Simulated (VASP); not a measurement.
A run of VASP 6.6.1 is set up as follows.

INCAR

```
SYSTEM = CdS
  PREC = Accurate
  ENCUT = 600
  EDIFF = 1E-6
  ISMEAR = 0
  SIGMA = 0.1
  LREAL = .FALSE.
  LASPH = .TRUE.
  NELM = 80
  ALGO = Normal
  ISIF = 3
  LWAVE = .FALSE.
  LCHARG = .FALSE.
  GGA = PE
  IBRION = 2
  NSW = 90
  EDIFFG = -0.04
```

KPOINTS

```
regular mesh
0
G
  6 6 6
  0 0 0
```

File POSCAR:

```
CdS
1.0
   -1.8496469400      2.0764155000      3.4140901000
    1.8496469400     -2.0764155000      3.4140901000
    1.8496469400      2.0764155000     -3.4140901000
Cd S
1 1
Direct
    0.0000000000      0.0000000000      0.0000000000
    0.5000000000      0.0000000000      0.5000000000
```

Potentials or basis: VASP PAW PBE potentials, release 64 (Cd, S).

Command:

```console
$ cat potpaw_PBE.64/Cd/POTCAR potpaw_PBE.64/S/POTCAR > POTCAR
$ mpirun -np 1 vasp_std > vasp.out
```

Problem. What does it give for the relaxed cell?

Solution. a = 3.889 Å, b = 3.889 Å, c = 3.889 Å, α = 120.05°, β = 90.28°, γ = 119.63°.

Problem. What does it give for the space group after relaxing (to 0.05 Å)?

Solution. Fm-3m (No. 225).

Final structure:
```
CELL_PARAMETERS angstrom
-1.94315 2.74334 1.95531
1.94315 -2.74334 1.95531
1.94315 2.74334 -1.95531
ATOMIC_POSITIONS crystal
Cd 0.00000 0.00000 0.00000
S 0.50000 0.00000 0.50000
```
